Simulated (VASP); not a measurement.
Here is a VASP 6.6.1 calculation.

The input INCAR:

```
PREC = Accurate
ENCUT = 520
EDIFF = 1E-7
ISMEAR = 0
SIGMA = 0.15
LREAL = F
LASPH = T
NELM = 80
ALGO = Normal
ISIF = 2
LWAVE = F
LCHARG = F
GGA = PS
NBANDS = 10
```

Contents of KPOINTS:

```
Automatic mesh
0
Gamma
  20 20 20
```

Contents of POSCAR:

```
Os
1.0
    0.0000000000      1.9450000000      1.9450000000
    1.8963750000      0.0000000000      1.9450000000
    1.8963750000      1.9450000000      0.0000000000
Os
1
Direct
    0.0000000000      0.0000000000      0.0000000000
```

Potentials or basis: VASP PAW PBE potentials, release 64 (Os).

Command:

```sh
$ cat potpaw_PBE.64/Os/POTCAR > POTCAR
$ mpirun -np 1 vasp_std > vasp.out
```

Task: What does it give for the pressure?

Result: -11.0 GPa.

Task: What does it give for the band gap on the k mesh?

Result: Zero (band 4 reaches 11.45 eV, above the bottom of band 5 at 7.27 eV).

Stress tensor (GPa, compression positive):
```
 -5.54   0.00   0.00
  0.00 -13.70   0.00
  0.00   0.00 -13.70
```

Caveat: the cell differs from its parent crystal (strain -0.0250 x Voigt [1, 0, 0, 0, 0, 0]); the PAW data sets were made with another functional, which shifts forces and pressure a little; spin-orbit coupling is left out, which moves the levels of the heavy elements.
